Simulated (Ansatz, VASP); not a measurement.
BN: VASP beside Ansatz

```
B N
1.0
     2.50399    0.00000    0.00000
    -1.25200    2.16852    0.00000
     0.00000    0.00000    6.66120
B N
2 2
Direct
  0.33333 0.66667 0.25000
  0.66667 0.33333 0.75000
  0.16040 0.58020 0.75000
  0.49374 0.24687 0.25000
```

Change from the starting cell: all N atoms moved +0.375 Å, as atom 3 towards its neighbour atom 2 (B) at 1.446 Å.

Alike in both runs: task single point; functional LDA; k mesh 12 × 12 × 4; occupations gaussian, width 0.05 eV; no spin polarisation.

|  | VASP | Ansatz |
| --- | --- | --- |
| version | VASP 6.6.1 | Ansatz 0.2.0 |
| potentials or method | VASP PAW LDA potentials, release 64 (B, N), cutoff 520 eV | scalar-relativistic, plane waves, PAW |
| valence electrons in the cell | 16 | 16 |

Ansatz gave:

- gap on the k mesh at the Fermi level (eV): 1.66
- least direct gap on the mesh (eV): 3.04
- rms of the force components (eV/Å): 13.792

Task: Which values does VASP return?

Result: gap on the k mesh at the Fermi level (eV): 1.64; least direct gap on the mesh (eV): 3.02; rms of the force components (eV/Å): 14.000.

LDA's correlation is that of Perdew and Zunger in VASP and of Perdew and Wang (1992) in Ansatz. Atom by atom the forces differ by 0.215 eV/Å (rms over components).
